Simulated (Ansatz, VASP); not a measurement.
SnO2 in VASP and in Ansatz

```
Sn O
1.0
     4.65045    0.00000    0.00000
     0.00000    4.65338    0.00000
     0.00000    0.00000    3.14217
Sn O
2 4
Direct
  0.50000 0.50000 0.50000
  0.00000 0.00000 0.00000
  0.30557 0.30657 0.00000
  0.80557 0.19343 0.50000
  0.19443 0.80657 0.50000
  0.69443 0.69343 0.00000
```

Change from the starting cell: strain -0.015 along x and y, -0.015 along z, atoms carried along.

Alike in both runs: task single point; functional LDA; k mesh 6 × 6 × 8; occupations gaussian, width 0.05 eV; no spin polarisation.

```csv
,VASP,Ansatz
version,VASP 6.6.1,Ansatz 0.2.0
potentials or method,"VASP PAW LDA potentials, release 64 (Sn_d, O), cutoff 520 eV","scalar-relativistic, plane waves, PAW"
valence electrons in the cell,52,52
```

VASP gave:

| Quantity | Value |
| --- | --- |
| gap on the k mesh at the Fermi level (eV) | 1.75 |
| least direct gap on the mesh (eV) | 1.75 |
| pressure (GPa) | 12.2 |
| traceless stress, the component that is largest in VASP (GPa) | 2.40 |
| rms of the force components (eV/Å) | 0.089 |

**Question.** Estimate Ansatz's values.

**Answer.** gap on the k mesh at the Fermi level (eV): 1.71; least direct gap on the mesh (eV): 1.71; pressure (GPa): 10.9; traceless stress, the component that is largest in VASP (GPa): 2.04; rms of the force components (eV/Å): 0.077.

LDA's correlation is that of Perdew and Zunger in VASP and of Perdew and Wang (1992) in Ansatz. Atom by atom the forces differ by 0.012 eV/Å (rms over components).
